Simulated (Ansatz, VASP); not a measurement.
Two plane-wave programs on SnO2

Contents of INCAR:

```
PREC = Accurate
ENCUT = 520
EDIFF = 1E-6
ISMEAR = 0
SIGMA = 0.05
LREAL = F
LASPH = T
NELM = 80
ALGO = Normal
ISIF = 2
LWAVE = F
LCHARG = T
LELF = T
LVHAR = T
NBANDS = 35
```

File KPOINTS:

```
regular mesh
0
Gamma
  6 6 8
```

Contents of POSCAR:

```
SnO2
1.0
    4.7207174017      0.0000000000      0.0000000000
    0.0000000000      4.7207174017      0.0000000000
    0.0000000000      0.0000000000      3.1887553105
Sn O
2 4
Direct
    0.0000000000      0.0000000000      0.0000000000
    0.5000000000      0.5000000000      0.5000000000
    0.2881919057      0.3240211935      0.0000000000
    0.2118080943      0.8240211935      0.5000000000
    0.7118080943      0.6759788065      0.0000000000
    0.7881919057      0.1759788065      0.5000000000
```

Input for Ansatz:

```yaml
crystal:
  lattice:
    - [4.7207174017, 0.0, 0.0]
    - [0.0, 4.7207174017, 0.0]
    - [0.0, 0.0, 3.1887553105]
  atoms:
    - { symbol: Sn, position: [0.0, 0.0, 0.0] }
    - { symbol: Sn, position: [0.5, 0.5, 0.5] }
    - { symbol: O, position: [0.2881919057, 0.3240211935, 0.0] }
    - { symbol: O, position: [0.2118080943, 0.8240211935, 0.5] }
    - { symbol: O, position: [0.7118080943, 0.6759788065, 0.0] }
    - { symbol: O, position: [0.7881919057, 0.1759788065, 0.5] }
basis:
  ecutwfc: 520.0
kpoints:
  mp_grid: { grid: [6, 6, 8] }
hamiltonian:
  xc: lda
  pseudopotentials: { kind: paw, azcp: { folder: soft_1 } }
scf:
  occupations: { method: gaussian, width: 0.05 }
output:
  forces: true
  stress: true
  eigenvalues: true
```

Change from the starting cell: mode 4 frozen in at -0.120 Å and mode 5 at -0.000 Å (largest displacements).

Alike in both runs: task single point; functional LDA; k mesh 6 × 6 × 8; occupations gaussian, width 0.05 eV; no spin polarisation.

```csv
,VASP,Ansatz
version,VASP 6.6.1,Ansatz 0.2.0
potentials or method,"VASP PAW LDA potentials, release 64 (Sn_d, O), cutoff 520 eV","scalar-relativistic, plane waves, PAW"
valence electrons in the cell,52,52
```

Ansatz gave:

```
gap on the k mesh at the Fermi level (eV)                     : 1.28
least direct gap on the mesh (eV)                             : 1.28
pressure (GPa)                                                : -0.8
traceless stress, the component that is largest in VASP (GPa) : -0.67
rms of the force components (eV/Å)                            : 0.046
```

Q: What did VASP give for the same quantities?

A: gap on the k mesh at the Fermi level (eV): 1.31; least direct gap on the mesh (eV): 1.31; pressure (GPa): 0.6; traceless stress, the component that is largest in VASP (GPa): -0.83; rms of the force components (eV/Å): 0.038.

Ansatz warns that its potentials were made for another functional, while VASP's fit it. LDA's correlation is that of Perdew and Zunger in VASP and of Perdew and Wang (1992) in Ansatz. Atom by atom the forces differ by 0.014 eV/Å (rms over components).
